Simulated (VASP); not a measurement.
# ScAgTe2 (R-3m) in VASP: further runs

The runs below take ScAgTe2 through single point, with PBE.

Program: VASP 6.6.1. These are calculated values, not measurements. Logs are shortened: lines on timing, memory, paths and dates and some standing lists are left out, and cuts for length are marked.

## (1) The cell of the first run

It takes space group R-3m (No. 166, trigonal). The conventional cell has a = 4.224 Å, b = 4.224 Å, c = 21.036 Å, α = 90.00°, β = 90.00°, γ = 120.00°. Ag (site symmetry -3m) has 6 Te at 3.04 Å within 4.0 Å. Sc (site symmetry -3m) has 6 Te at 2.96 Å within 3.9 Å. Te (site symmetry 3m) has 3 Sc at 2.96 Å and 3 Ag at 3.04 Å within 3.9 Å.

## (2) Single point, PBE

Input file INCAR:

```
SYSTEM = ScAgTe2
PREC = Accurate
ENCUT = 520
EDIFF = 1E-7
ISMEAR = 0
SIGMA = 0.01
LREAL = .FALSE.
LASPH = .TRUE.
NELM = 60
ALGO = Normal
ISIF = 2
LWAVE = .FALSE.
LCHARG = .FALSE.
GGA = PE
NBANDS = 25
```

Input file KPOINTS:

```
regular mesh
0
G
  6 6 6
  0 0 0
```

Input file POSCAR:

```
ScAgTe2
1.0
    2.1121536828      1.2194524973      7.0119570278
   -2.1121536828      1.2194524973      7.0119570278
    0.0000000000     -2.4389049946      7.0119570278
Ag Sc Te
1 1 2
Direct
    1.0000000000      0.0000000000      0.0000000000
    0.5000000000      0.5000000000      0.5000000000
    0.2467595872      0.2467595872      0.2467595872
    0.7532404128      0.7532404128      0.7532404128
```

Potentials or basis: VASP PAW PBE potentials, release 64 (Ag, Sc_sv, Te).

The run is started by

```sh
$ cat potpaw_PBE.64/Ag/POTCAR potpaw_PBE.64/Sc_sv/POTCAR potpaw_PBE.64/Te/POTCAR > POTCAR
$ mpirun -np 1 vasp_std > vasp.out
```

OUTCAR:

```text
SYSTEM = ScAgTe2
   PREC = Accurate
   ENCUT = 520
   EDIFF = 1E-7
   ISMEAR = 0
   LREAL = .FALSE.
   LASPH = .TRUE.
   NELM = 60
   ISIF = 2
   GGA = PE

 ion  position               nearest neighbor table
   1  0.000  0.000  0.000-   4 3.04   3 3.04   4 3.04   4 3.04   3 3.04   3 3.04
   2  0.500  0.500  0.500-   3 2.96   4 2.96   3 2.96   3 2.96   4 2.96   4 2.96
   3  0.247  0.247  0.247-   2 2.96   2 2.96   2 2.96   1 3.04   1 3.04   1 3.04
   4  0.753  0.753  0.753-   2 2.96   2 2.96   2 2.96   1 3.04   1 3.04   1 3.04

  LATTYP: Found a trigonal (rhomboedric) cell.
 ALAT       =     7.4240015445
 COS(alpha) =     0.8381156305

  Lattice vectors:

 A1 = (   2.1121536828,   1.2194524973,   7.0119570278)
 A2 = (  -2.1121536828,   1.2194524973,   7.0119570278)
 A3 = (   0.0000000000,  -2.4389049946,   7.0119570278)

Analysis of symmetry for initial positions (statically):
=====================================================================
 Subroutine PRICEL returns:
 Original cell was already a primitive cell.

 Routine SETGRP: Setting up the symmetry group for a
 trigonal (rhombohedral) supercell.

 Subroutine GETGRP returns: Found 12 space group operations
 (whereof 12 operations were pure point group operations)
 out of a pool of 12 trial point group operations.

The static configuration has the point symmetry D_3d.

Analysis of symmetry for dynamics (positions and initial velocities):
=====================================================================
 Subroutine PRICEL returns:
 Original cell was already a primitive cell.

 Routine SETGRP: Setting up the symmetry group for a
 trigonal (rhombohedral) supercell.

 Subroutine GETGRP returns: Found 12 space group operations
 (whereof 12 operations were pure point group operations)
 out of a pool of 12 trial point group operations.

The dynamic configuration has the point symmetry D_3d.

 Subroutine INISYM returns: Found 12 space group operations
 (whereof 12 operations are pure point group operations),
 and found     1 'primitive' translations

----------------------------------------------------------------------------------------

                                     Primitive cell

  volume of cell :     108.3630

  direct lattice vectors                    reciprocal lattice vectors
     2.112153683  1.219452497  7.011957028     0.236725199  0.136673357  0.047537846
    -2.112153683  1.219452497  7.011957028    -0.236725199  0.136673357  0.047537846
     0.000000000 -2.438904995  7.011957028     0.000000000 -0.273346714  0.047537846

  length of vectors
     7.424001544  7.424001544  7.424001544     0.277449586  0.277449586  0.277449586

  position of ions in fractional coordinates (direct lattice)
     0.000000000  0.000000000  0.000000000
     0.500000000  0.500000000  0.500000000
     0.246759587  0.246759587  0.246759587
     0.753240413  0.753240413  0.753240413

  ion indices of the primitive-cell ions
   primitive index   ion index
                 1           1
                 2           2
                 3           3
                 4           4

----------------------------------------------------------------------------------------

 KPOINTS: regular mesh

Automatic generation of k-mesh.
 Grid dimensions read from file:
 generate k-points for:    6    6    6

 Generating k-lattice:

  Cartesian coordinates                     Fractional coordinates (reciprocal lattice)
     0.039454200  0.022778893  0.007922974     0.166666667  0.000000000  0.000000000
    -0.039454200  0.022778893  0.007922974     0.000000000  0.166666667  0.000000000
     0.000000000 -0.045557786  0.007922974     0.000000000  0.000000000  0.166666667

  Length of vectors
     0.046241598  0.046241598  0.046241598

  Shift w.r.t. Gamma in fractional coordinates (k-lattice)
     0.000000000  0.000000000  0.000000000

 Subroutine IBZKPT returns following result:
 ===========================================

 Found     32 irreducible k-points:

 Following reciprocal coordinates:
            Coordinates               Weight
  0.000000  0.000000  0.000000      1.000000
  0.166667  0.000000  0.000000      6.000000
  0.333333 -0.000000 -0.000000      6.000000
  0.500000  0.000000  0.000000      3.000000
  0.166667  0.166667 -0.000000      6.000000
  0.333333  0.166667  0.000000     12.000000
[... 16 lines left out ...]
  0.500000  0.500000  0.166667      6.000000
 -0.333333  0.500000  0.166667     12.000000
 [... further k-points ...]
   k-points           NKPTS =     32   k-points in BZ     NKDIM =     32   number of bands    NBANDS=     25
   number of dos      NEDOS =    301   number of ions     NIONS =      4
   total plane-waves  NPLWV = 175616
   dimension x,y,z NGX =    56 NGY =   56 NGZ =   56
   dimension x,y,z NGXF=   112 NGYF=  112 NGZF=  112
   ions per type =               1   1   2
   NGX,Y,Z   is equivalent  to a cutoff of  12.54, 12.54, 12.54 a.u.
   NGXF,Y,Z  is equivalent  to a cutoff of  25.08, 25.08, 25.08 a.u.
 SYSTEM =  ScAgTe2
   PREC   = accura    normal or accurate (medium, high low for compatibility)
   ISTART =      0    job   : 0-new  1-cont  2-samecut
   ICHARG =      2    charge: 1-file 2-atom 10-const
   ISPIN  =      1    spin polarized calculation?
   LNONCOLLINEAR =      F non collinear calculations
   LSORBIT =      F    spin-orbit coupling
   LASPH  =      T    aspherical Exc in radial PAW
   ENCUT  =  520.0 eV  38.22 Ry    6.18 a.u.  13.80 13.80 13.80*2*pi/ulx,y,z
   NELM   =     60;   NELMIN=  2; NELMDL= -5     # of ELM steps
   EDIFF  = 0.1E-06   stopping-criterion for ELM
   LREAL  =      F    real-space projection
   EDIFFG = 0.1E-05   stopping-criterion for IOM
   NSW    =      0    number of steps for IOM
   IBRION =     -1    ionic relax: 0-MD 1-quasi-New 2-CG
   NFREE  =      0    steps in history (QN), initial steepest desc. (CG)
   ISIF   =      2    stress and relaxation
   ISYM   =      2    0-nonsym 1-usesym 2-fastsym
   POTIM  = 0.5000    time-step for ionic-motion
   TEBEG  =    0.0;   TEEND  =   0.0 temperature during run
   PSTRESS=    0.0 pullay stress
   NELECT =      34.0000    total number of electrons
   NUPDOWN=      -1.0000    fix difference up-down
   EMIN   =  10.00;   EMAX   =-10.00  energy-range for DOS
   EFERMI =   0.00;   METHOD = LEGACY
   ISMEAR =     0;   SIGMA  =   0.01  broadening in eV -4-tet -1-fermi 0-gaus
   EFERMI_NEDOS =   21; number of points for ismear=-14 and -15
   IALGO  =     38    algorithm
   IMIX   =      4    mixing-type and parameters
     AMIX     =   0.40;   BMIX     =  1.00
     AMIX_MAG =   1.60;   BMIX_MAG =  1.00
  volume/ion in A,a.u.               =      27.09       182.82
  Fermi-wavevector in a.u.,A,eV,Ry     =   1.112434  2.102195 16.837331  1.237509
  Thomas-Fermi vector in A             =   2.249008
   LORBIT       =      0    0 simple, 1 ext, 2 COOP (PROOUT), +10 PAW based schemes
   GGA     = PE    functional components
   LHFCALC =     F    Hartree Fock is set to
   AEXX    =    0.0000 exact exchange contribution
   IVDW    =     0    specifies the selected vdW correction
   LEPSILON=     F    determine dielectric tensor
   LRPA    =     F    only Hartree local field effects (RPA)
 non-spin polarized calculation
 Gauss-broadening in eV      SIGMA  =   0.01
  energy-cutoff  :      520.00
  volume of cell :      108.36
 maximum number of plane-waves:      2940
   NGX = 27   NGY = 27   NGZ = 27

 number of electron      34.0000001 magnetization

 Free energy of the ion-electron system (eV)
  ---------------------------------------------------
  ext. energy  EPLUGINS =         0.00000000
  ---------------------------------------------------
  free energy    TOTEN  =       -18.10835455 eV

  energy without entropy =      -18.10835455  energy(sigma->0) =      -18.10835455

 E-fermi :   5.9845     XC(G=0):  -9.7741

 val. band max:        5.9106533465   @ k =   0.5000   0.5000   0.5000
 cond. band min:       6.2130258366   @ k =   0.5000   0.5000   0.0000
 fundamental gap:      0.3023724901
 Fermi energy:         5.9845290777

 k-point     1 :       0.0000    0.0000    0.0000
  band No.  band energies     occupation
      1     -44.6391      2.00000
      2     -23.2532      2.00000
      3     -23.2314      2.00000
      4     -23.2314      2.00000
      5      -5.9910      2.00000
      6      -4.9347      2.00000
[... 17 lines left out ...]
     24       9.0487      0.00000
     25      11.0508      0.00000

 k-point     2 :       0.1667    0.0000    0.0000
  band No.  band energies     occupation
      1     -44.6388      2.00000
      2     -23.2518      2.00000
      3     -23.2376      2.00000
      4     -23.2328      2.00000
      5      -5.7880      2.00000
      6      -4.8952      2.00000
[... 17 lines left out ...]
     24      10.0396      0.00000
     25      11.4581      0.00000

 k-point     3 :       0.3333   -0.0000   -0.0000
  band No.  band energies     occupation
      1     -44.6381      2.00000
      2     -23.2506      2.00000
      3     -23.2484      2.00000
      4     -23.2356      2.00000
      5      -5.3034      2.00000
      6      -4.8178      2.00000
[... 17 lines left out ...]
     24      10.2083      0.00000
     25      11.2526      0.00000

 k-point     4 :       0.5000    0.0000    0.0000
  band No.  band energies     occupation
      1     -44.6378      2.00000
      2     -23.2565      2.00000
      3     -23.2474      2.00000
      4     -23.2370      2.00000
      5      -4.9020      2.00000
      6      -4.8881      2.00000
[... 17 lines left out ...]
     24       9.6934      0.00000
     25      11.2692      0.00000

 k-point     5 :       0.1667    0.1667   -0.0000
  band No.  band energies     occupation
      1     -44.6388      2.00000
      2     -23.2518      2.00000
      3     -23.2376      2.00000
      4     -23.2328      2.00000
      5      -5.7700      2.00000
      6      -4.9235      2.00000
[... 17 lines left out ...]
     24      10.0218      0.00000
     25      11.2078      0.00000

 k-point     6 :       0.3333    0.1667    0.0000
  band No.  band energies     occupation
      1     -44.6383      2.00000
      2     -23.2497      2.00000
      3     -23.2458      2.00000
      4     -23.2360      2.00000
      5      -5.4144      2.00000
      6      -4.8675      2.00000
[... 17 lines left out ...]
     24      10.8688      0.00000
     25      11.3083      0.00000
[... 393 lines left out ...]
 k-point    21 :      -0.3333    0.3333    0.1667
  band No.  band energies     occupation
      1     -44.6378      2.00000
      2     -23.2531      2.00000
      3     -23.2475      2.00000
      4     -23.2402      2.00000
      5      -4.9471      2.00000
      6      -4.8425      2.00000
[... 17 lines left out ...]
     24      10.1096      0.00000
     25      11.2617      0.00000

 k-point    22 :      -0.1667    0.3333    0.1667
  band No.  band energies     occupation
      1     -44.6378      2.00000
      2     -23.2531      2.00000
      3     -23.2475      2.00000
      4     -23.2402      2.00000
      5      -4.9892      2.00000
      6      -4.8025      2.00000
[... 17 lines left out ...]
     24       9.8393      0.00000
     25      11.6087      0.00000

 k-point    23 :       0.5000    0.5000    0.1667
  band No.  band energies     occupation
      1     -44.6381      2.00000
      2     -23.2506      2.00000
      3     -23.2484      2.00000
      4     -23.2356      2.00000
      5      -5.1503      2.00000
      6      -4.9889      2.00000
[... 17 lines left out ...]
     24       9.7153      0.00000
     25      11.4581      0.00000

 k-point    24 :      -0.3333    0.5000    0.1667
  band No.  band energies     occupation
      1     -44.6378      2.00000
      2     -23.2531      2.00000
      3     -23.2475      2.00000
      4     -23.2402      2.00000
      5      -4.9208      2.00000
      6      -4.8675      2.00000
[... 17 lines left out ...]
     24       9.8263      0.00000
     25      11.1191      0.00000

 [... further k-points ...]
[... 5 lines left out ...]
  --------------------------------------------------------------------------------------
  -------------------------------------------------------------------------------------
  Total        0.0182532      0.0182532      0.0511263     -0.0000000      0.0000000      0.0000000
  in kB        0.2698791      0.2698791      0.7559162     -0.0000000      0.0000000      0.0000000
  external PRESSURE =       0.4318915 kB  Pullay stress =       0.0000000 kB

 VOLUME and BASIS-vectors are now :
 -----------------------------------------------------------------------------
  energy-cutoff  :      520.00
  volume of cell :      108.36
      direct lattice vectors                 reciprocal lattice vectors
     2.112153683  1.219452497  7.011957028     0.236725199  0.136673357  0.047537846
    -2.112153683  1.219452497  7.011957028    -0.236725199  0.136673357  0.047537846
     0.000000000 -2.438904995  7.011957028     0.000000000 -0.273346714  0.047537846

 POSITION                                       TOTAL-FORCE (eV/Angst)
 -----------------------------------------------------------------------------------
      0.00000      0.00000      0.00000         0.000000      0.000000     -0.000000
      0.00000      0.00000     10.51794        -0.000000      0.000000     -0.000000
      0.00000      0.00000      5.19080         0.000000     -0.000000      0.018600
      0.00000      0.00000     15.84507         0.000000      0.000000     -0.018600
 -----------------------------------------------------------------------------------
    total drift:                               -0.000000      0.000000      0.000000

  FREE ENERGIE OF THE ION-ELECTRON SYSTEM (eV)
  ---------------------------------------------------
  free  energy   TOTEN  =       -18.1083545521 eV

  energy  without entropy=      -18.1083545521  energy(sigma->0) =      -18.10835455
```

Wall time 2.3 min (1 thread of Intel Xeon 6975P-C (Granite Rapids), shared host); peak memory 0.44 GiB.

Results:

| Item | Value |
| --- | --- |
| Free energy | -18.1084 eV |
| Pressure | 0.0 GPa |
| Largest force | 0.019 eV/Å |
| Band gap on the k mesh | 0.30 eV, indirect (least direct gap 0.84 eV) |

Forces on the atoms (eV/Å):
```
Ag   0.000  0.000  0.000
Sc   0.000  0.000  0.000
Te   0.000  0.000  0.019
Te   0.000  0.000 -0.019
```

Levels at points of the mesh, in eV from the valence-band top:
| k point | band 14 | band 15 | band 16 | band 17 | band 18 | band 19 | band 20 | band 21 |
| --- | --- | --- | --- | --- | --- | --- | --- | --- |
| (0.00, 0.00, 0.00) | -1.66 | -0.65 | -0.51 | -0.51 | 0.87 | 0.87 | 0.92 | 2.20 |
| (0.50, 0.00, 0.00) | -3.04 | -2.33 | -1.58 | -1.00 | 0.52 | 1.49 | 1.60 | 2.24 |
| (0.50, 0.50, 0.00) | -2.15 | -2.06 | -1.45 | -1.11 | 0.30 | 1.05 | 1.52 | 1.61 |
| (0.50, 0.50, 0.50) | -2.03 | -2.03 | 0.00 | 0.00 | 0.84 | 0.84 | 1.10 | 2.58 |

Caveat: spin-orbit coupling is left out, which moves the levels of the heavy elements. A k mesh can miss the band edges.

## (3) Single point, PBE (volume changed by +3%)

INCAR, as its differences from that of step 2:

```diff
@@ -12,4 +12,6 @@
 LWAVE = .FALSE.
-LCHARG = .FALSE.
+LCHARG = .TRUE.
 GGA = PE
+LELF = .TRUE.
+LVHAR = .TRUE.
 NBANDS = 25
```

KPOINTS is that of step 2.

Input file POSCAR:

```
ScAgTe2
1.0
    2.1330674556      1.2315270697      7.0813868602
   -2.1330674556      1.2315270697      7.0813868602
    0.0000000000     -2.4630541394      7.0813868602
Ag Sc Te
1 1 2
Direct
    1.0000000000      0.0000000000      0.0000000000
    0.5000000000      0.5000000000      0.5000000000
    0.2467595872      0.2467595872      0.2467595872
    0.7532404128      0.7532404128      0.7532404128
```

Potentials or basis: VASP PAW PBE potentials, release 64 (Ag, Sc_sv, Te).

The run is started by

```sh
$ cat potpaw_PBE.64/Ag/POTCAR potpaw_PBE.64/Sc_sv/POTCAR potpaw_PBE.64/Te/POTCAR > POTCAR
$ mpirun -np 1 vasp_std > vasp.out
```

Wall time 2.7 min (1 thread of Intel Xeon 6975P-C (Granite Rapids), shared host); peak memory 0.46 GiB.

The run converged. Its results:

* Free energy: -18.0939 eV
* Pressure: -1.5 GPa
* Largest force: 0.067 eV/Å
* Band gap on the k mesh: 0.36 eV, indirect (least direct gap 0.87 eV)

Forces in eV/Å, atoms in the order of the input:
```
Ag   0.000  0.000  0.000
Sc   0.000  0.000  0.000
Te   0.000  0.000 -0.067
Te   0.000  0.000  0.067
```

Levels at points of the mesh, in eV from the valence-band top:
```tsv
k point	band 13	band 14	band 15	band 16	band 17	band 18	band 19	band 20	band 21	band 22
(0.00, 0.00, 0.00)	-1.58	-1.58	-0.61	-0.48	-0.48	0.90	0.90	0.94	2.07	2.90
(0.50, 0.00, 0.00)	-3.07	-2.89	-2.21	-1.53	-0.96	0.57	1.48	1.58	2.21	2.38
(0.50, 0.50, 0.00)	-3.37	-2.04	-1.96	-1.39	-1.06	0.36	1.05	1.51	1.59	3.01
(0.50, 0.50, 0.50)	-2.79	-1.93	-1.93	0.00	0.00	0.87	0.87	1.11	2.53	2.53
```

Caveat: spin-orbit coupling is left out, which moves the levels of the heavy elements.

## (4) Single point, PBE (volume changed by +6%)

Input file INCAR:

```
PREC     = Accurate       # precision mode
ENCUT    = 520            # plane-wave cutoff, eV
EDIFF    = 1E-7           # SCF threshold, eV
ISMEAR   = 0              # smearing method
SIGMA    = 0.01           # smearing width, eV
LREAL    = False          # projectors in reciprocal space
LASPH    = True           # aspherical terms in the spheres
NELM     = 100            # most SCF steps
ALGO     = Normal         # electronic algorithm
ISIF     = 2              # what is computed and relaxed
LWAVE    = False          # write WAVECAR
LCHARG   = False          # write CHGCAR
GGA      = PE             # functional
NBANDS   = 25             # bands
```

Input file KPOINTS:

```
Automatic mesh
0
Gamma
  6 6 6
```

Input file POSCAR:

```
ScAgTe2
1.0
    2.1535789779      1.2433694026      7.1494812958
   -2.1535789779      1.2433694026      7.1494812958
    0.0000000000     -2.4867388052      7.1494812958
Ag Sc Te
1 1 2
Direct
    1.0000000000      0.0000000000      0.0000000000
    0.5000000000      0.5000000000      0.5000000000
    0.2467595872      0.2467595872      0.2467595872
    0.7532404128      0.7532404128      0.7532404128
```

The run is started by

```sh
$ cat potpaw_PBE.64/Ag/POTCAR potpaw_PBE.64/Sc_sv/POTCAR potpaw_PBE.64/Te/POTCAR > POTCAR
$ mpirun -np 1 vasp_std > vasp.out
```

Run time: 2.7 min. Hardware: 1 thread of Intel Xeon 6975P-C (Granite Rapids), shared host; peak memory 0.46 GiB.

Results (log left out):

* Free energy: -18.0509 eV
* Pressure: -2.8 GPa
* Largest force: 0.147 eV/Å
* Band gap on the k mesh: 0.42 eV, indirect (least direct gap 0.89 eV)

Forces in eV/Å, atoms in the order of the input:
```
Ag   0.000  0.000  0.000
Sc   0.000  0.000  0.000
Te   0.000  0.000 -0.147
Te   0.000  0.000  0.147
```

Stress tensor (GPa, compression positive):
```
-2.80  0.00  0.00
 0.00 -2.80  0.00
 0.00  0.00 -2.71
```

Levels at points of the mesh, in eV from the valence-band top:
| k point | band 14 | band 15 | band 16 | band 17 | band 18 | band 19 | band 20 | band 21 |
| --- | --- | --- | --- | --- | --- | --- | --- | --- |
| (0.00, 0.00, 0.00) | -1.51 | -0.57 | -0.45 | -0.45 | 0.92 | 0.92 | 0.96 | 1.95 |
| (0.50, 0.00, 0.00) | -2.75 | -2.11 | -1.48 | -0.93 | 0.61 | 1.47 | 1.56 | 2.18 |
| (0.50, 0.50, 0.00) | -1.95 | -1.87 | -1.33 | -1.03 | 0.42 | 1.05 | 1.49 | 1.57 |
| (0.50, 0.50, 0.50) | -1.84 | -1.84 | 0.00 | 0.00 | 0.89 | 0.89 | 1.11 | 2.48 |

Caveat: spin-orbit coupling is left out, which moves the levels of the heavy elements. A k mesh can miss the band edges.

## (5) The runs side by side

| cell | gap on the mesh (eV) | pressure (GPa) | largest force (eV/Å) |
| --- | --- | --- | --- |
| a = 7.424 Å, angles 33.1°, 4 atoms | 0.30 | 0.0 | 0.02 |
| a = 7.498 Å, angles 33.1°, 4 atoms | 0.36 | -1.5 | 0.07 |
| a = 7.570 Å, angles 33.1°, 4 atoms | 0.42 | -2.8 | 0.15 |

Alike in all rows: task single point; level PBE; potentials or basis VASP PAW PBE potentials, release 64 (Ag, Sc_sv, Te); no spin polarisation; k mesh 6 × 6 × 6; cutoff (eV) 520; smearing gaussian 0.01 eV.

Caveats: spin-orbit coupling is left out, which moves the levels of the heavy elements.

Absolute energies hang on the potentials; compare differences alone.
